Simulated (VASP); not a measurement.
# LiF (Fm-3m) in VASP: single point with r2SCAN

Aim: the single point of LiF with r2SCAN.

All numbers are computed with VASP 6.6.1; they aren't measurements. Logs are shortened: lines on timing, memory, paths and dates and some standing lists are left out, and cuts for length are marked.

## Step 1: The cell of the first run

The structure is cubic, space group Fm-3m (No. 225). Conventional cell: a = 4.008 Å, b = 4.008 Å, c = 4.008 Å, α = 90.00°, β = 90.00°, γ = 90.00°. Within 2.7 Å of F (site symmetry m-3m) lie 6 Li at 2.00 Å. Within 2.7 Å of Li (site symmetry m-3m) lie 6 F at 2.00 Å.

## Step 2: Single point, r2SCAN

The input, POSCAR:

```
LiF
1.0
    0.0000000000      8.0151840000      8.0151840000
    8.0151840000      0.0000000000      8.0151840000
    8.0151840000      8.0151840000      0.0000000000
F Li
64 64
Direct
    0.3750000000      0.1250000000      0.1250000000
    0.8750000000      0.1250000000      0.1250000000
    0.1250000000      0.3750000000      0.3750000000
    0.3750000000      0.6250000000      0.1250000000
    0.3750000000      0.1250000000      0.6250000000
    0.6250000000      0.3750000000      0.3750000000
[... 120 lines left out ...]
    0.0000000000      0.7500000000      0.7500000000
    0.5000000000      0.7500000000      0.7500000000
```

The input, INCAR.step1:

```
SYSTEM = LiF
  PREC = Accurate
  ENCUT = 520
  ISMEAR = -1
  SIGMA = 0.05
  LREAL = Auto
  LASPH = .TRUE.
  NELM = 80
  NBANDS = 390
  GGA = PE
  ALGO = Normal
  EDIFF = 1E-4
  LWAVE = .TRUE.
  LCHARG = .FALSE.
```

The input, INCAR.step2:

```
SYSTEM = LiF
  PREC = Accurate
  ENCUT = 520
  EDIFF = 1E-7
  ISMEAR = -1
  SIGMA = 0.05
  LREAL = Auto
  LASPH = .TRUE.
  NELM = 80
  ALGO = Normal
  ISIF = 2
  LWAVE = .FALSE.
  LCHARG = .TRUE.
  METAGGA = R2SCAN
  LMIXTAU = .TRUE.
  LELF = .TRUE.
  LVHAR = .TRUE.
  NBANDS = 390
  ISTART = 1
```

The input, KPOINTS:

```
Automatic mesh
0
G
  1 1 1
  0 0 0
```

Potentials or basis: VASP PAW PBE potentials, release 64 (F, Li_sv).

The run is started by

```bash
$ cat potpaw_PBE.64/F/POTCAR potpaw_PBE.64/Li_sv/POTCAR > POTCAR
$ cp INCAR.step1 INCAR
$ mpirun -np 1 vasp_gam > vasp.out
$ cp INCAR.step2 INCAR
$ mpirun -np 1 vasp_gam > vasp.out
```

OUTCAR:

```text
SYSTEM = LiF
   PREC = Accurate
   ENCUT = 520
   EDIFF = 1E-7
   ISMEAR = -1
   LREAL = Auto
   LASPH = .TRUE.
   NELM = 80
   ISIF = 2
   METAGGA = R2SCAN
   ISTART = 1

 ion  position               nearest neighbor table
   1  0.375  0.125  0.125-  66 2.00  69 2.00  82 2.00  83 2.00  98 2.00  99 2.00
   2  0.875  0.125  0.125-  65 2.00  72 2.00  81 2.00  84 2.00  97 2.00 100 2.00
   3  0.125  0.375  0.375-  69 2.00  73 2.00  85 2.00  88 2.00 102 2.00 103 2.00
   4  0.375  0.625  0.125-  70 2.00  74 2.00  86 2.00  89 2.00 103 2.00 104 2.00
   5  0.375  0.125  0.625-  71 2.00  75 2.00  88 2.00  91 2.00 105 2.00 106 2.00
   6  0.625  0.375  0.375-  72 2.00  76 2.00  89 2.00  92 2.00 106 2.00 107 2.00
[... 128 lines left out ...]
 A1 = (   0.0000000000,   8.0151840000,   8.0151840000)
 A2 = (   8.0151840000,   0.0000000000,   8.0151840000)
 A3 = (   8.0151840000,   8.0151840000,   0.0000000000)

Analysis of symmetry for initial positions (statically):
=====================================================================
 Subroutine PRICEL returns following result:

  LATTYP: Found a face centered cubic cell.
 ALAT       =     4.0075920000

  Lattice vectors:

 A1 = (   0.0000000000,   2.0037960000,   2.0037960000)
 A2 = (   2.0037960000,   0.0000000000,   2.0037960000)
 A3 = (   2.0037960000,   2.0037960000,   0.0000000000)

  64 primitive cells build up your supercell.

 Routine SETGRP: Setting up the symmetry group for a
 face centered cubic supercell.

 Subroutine GETGRP returns: Found 48 space group operations
 (whereof 48 operations were pure point group operations)
 out of a pool of 48 trial point group operations.

The static configuration has the point symmetry O_h .

Analysis of symmetry for dynamics (positions and initial velocities):
=====================================================================
 Subroutine PRICEL returns following result:

  LATTYP: Found a face centered cubic cell.
 ALAT       =     4.0075920000

  Lattice vectors:

 A1 = (   0.0000000000,   2.0037960000,   2.0037960000)
 A2 = (   2.0037960000,   0.0000000000,   2.0037960000)
 A3 = (   2.0037960000,   2.0037960000,   0.0000000000)

  64 primitive cells build up your supercell.

 Routine SETGRP: Setting up the symmetry group for a
[... 81 lines left out ...]
   NELM   =     80;   NELMIN=  2; NELMDL=  0     # of ELM steps
   EDIFF  = 0.1E-06   stopping-criterion for ELM
   LREAL  =      T    real-space projection
   EDIFFG = 0.1E-05   stopping-criterion for IOM
   NSW    =      0    number of steps for IOM
   IBRION =     -1    ionic relax: 0-MD 1-quasi-New 2-CG
   NFREE  =      0    steps in history (QN), initial steepest desc. (CG)
   ISIF   =      2    stress and relaxation
   ISYM   =      2    0-nonsym 1-usesym 2-fastsym
   POTIM  = 0.5000    time-step for ionic-motion
   TEBEG  =    0.0;   TEEND  =   0.0 temperature during run
   PSTRESS=    0.0 pullay stress
   NELECT =     640.0000    total number of electrons
   NUPDOWN=      -1.0000    fix difference up-down
   EMIN   =  10.00;   EMAX   =-10.00  energy-range for DOS
   EFERMI =   0.00;   METHOD = LEGACY
   ISMEAR =    -1;   SIGMA  =   0.05  broadening in eV -4-tet -1-fermi 0-gaus
   EFERMI_NEDOS =   21; number of points for ismear=-14 and -15
   IALGO  =     38    algorithm
   IMIX   =      4    mixing-type and parameters
     AMIX     =   0.40;   BMIX     =  1.00
     AMIX_MAG =   1.60;   BMIX_MAG =  1.00
  volume/ion in A,a.u.               =       8.05        54.29
  Fermi-wavevector in a.u.,A,eV,Ry     =   1.397048  2.640038 26.555077  1.951743
  Thomas-Fermi vector in A             =   2.520342
   LORBIT       =      0    0 simple, 1 ext, 2 COOP (PROOUT), +10 PAW based schemes
   METAGGA = R2SCAN    functional components
   LHFCALC =     F    Hartree Fock is set to
   AEXX    =    0.0000 exact exchange contribution
   IVDW    =     0    specifies the selected vdW correction
   LEPSILON=     F    determine dielectric tensor
   LRPA    =     F    only Hartree local field effects (RPA)
 non-spin polarized calculation
  energy-cutoff  :      520.00
  volume of cell :     1029.84
 maximum number of plane-waves:     13863
   NGX = 43   NGY = 43   NGZ = 43

 number of electron     639.9999410 magnetization

 Free energy of the ion-electron system (eV)
  ---------------------------------------------------
  ext. energy  EPLUGINS =         0.00000000
  ---------------------------------------------------
  free energy    TOTEN  =      -761.66160945 eV

  energy without entropy =     -761.66160945  energy(sigma->0) =     -761.66160945

 E-fermi :  -0.2372     XC(G=0): -10.6233

 val. band max:       -1.5425013630   @ k =   0.0000   0.0000   0.0000
 cond. band min:       8.8839181880   @ k =   0.0000   0.0000   0.0000
 fundamental gap:     10.4264195510
 Fermi energy:        -0.2372130987

 k-point     1 :       0.0000    0.0000    0.0000
  band No.  band energies     occupation
      1     -43.5898      2.00000
      2     -43.5595      2.00000
      3     -43.5595      2.00000
      4     -43.5595      2.00000
      5     -43.5595      2.00000
      6     -43.5595      2.00000
[... 324 lines left out ...]
    331      10.3739      0.00000
    332      10.3739      0.00000
 [bands above 332 left out]

------------------------ aborting loop because EDIFF is reached ----------------------------------------

  FORCE on cell =-STRESS in cart. coord.  units (eV):
  Direction    XX          YY          ZZ          XY          YZ          ZX
  --------------------------------------------------------------------------------------
  -------------------------------------------------------------------------------------
  Total      -11.7783077    -11.7783077    -11.7783077      0.0000000      0.0000000      0.0000000
  in kB      -18.3241144    -18.3241144    -18.3241144      0.0000000      0.0000000      0.0000000
  external PRESSURE =     -18.3241144 kB  Pullay stress =       0.0000000 kB

 VOLUME and BASIS-vectors are now :
 -----------------------------------------------------------------------------
  energy-cutoff  :      520.00
  volume of cell :     1029.84
      direct lattice vectors                 reciprocal lattice vectors
     0.000000000  8.015184000  8.015184000    -0.062381600  0.062381600  0.062381600
     8.015184000  0.000000000  8.015184000     0.062381600 -0.062381600  0.062381600
     8.015184000  8.015184000  0.000000000     0.062381600  0.062381600 -0.062381600

 POSITION                                       TOTAL-FORCE (eV/Angst)
 -----------------------------------------------------------------------------------
      2.00380      4.00759      4.00759        -0.000000     -0.000000      0.000000
      2.00380      8.01518      8.01518        -0.000000     -0.000000      0.000000
      6.01139      4.00759      4.00759         0.000000     -0.000000     -0.000000
      6.01139      4.00759      8.01518        -0.000000      0.000000      0.000000
      6.01139      8.01518      4.00759         0.000000      0.000000     -0.000000
      6.01139      8.01518      8.01518        -0.000000     -0.000000      0.000000
[... 120 lines left out ...]
     12.02278      6.01139      6.01139        -0.000000      0.000000     -0.000000
     12.02278     10.01898     10.01898        -0.000000      0.000000     -0.000000
 -----------------------------------------------------------------------------------
    total drift:                                0.000000      0.000000      0.000000

  FREE ENERGIE OF THE ION-ELECTRON SYSTEM (eV)
  ---------------------------------------------------
  free  energy   TOTEN  =      -761.6616094463 eV

  energy  without entropy=     -761.6616094462  energy(sigma->0) =     -761.66160945
```

Run time: 55 min. Hardware: 1 thread of Intel Xeon Platinum 8259CL at 2.50GHz (Skylake/Cascade Lake), shared host; peak memory 1.3 GiB.

What came out:

```
Free energy            : -761.6616 eV
Band gap on the k mesh : 10.43 eV
```

Caveat: the k points lie up to 0.68 Å⁻¹ apart; the cutoff is under 1.25 times the usual one of these potentials, so pressure, stress and relaxed cells hold a basis-set (Pulay) error; the PAW data sets were made with another functional, which shifts forces and pressure a little; an odd mesh through Γ misses points on the zone boundary, where band edges can lie.
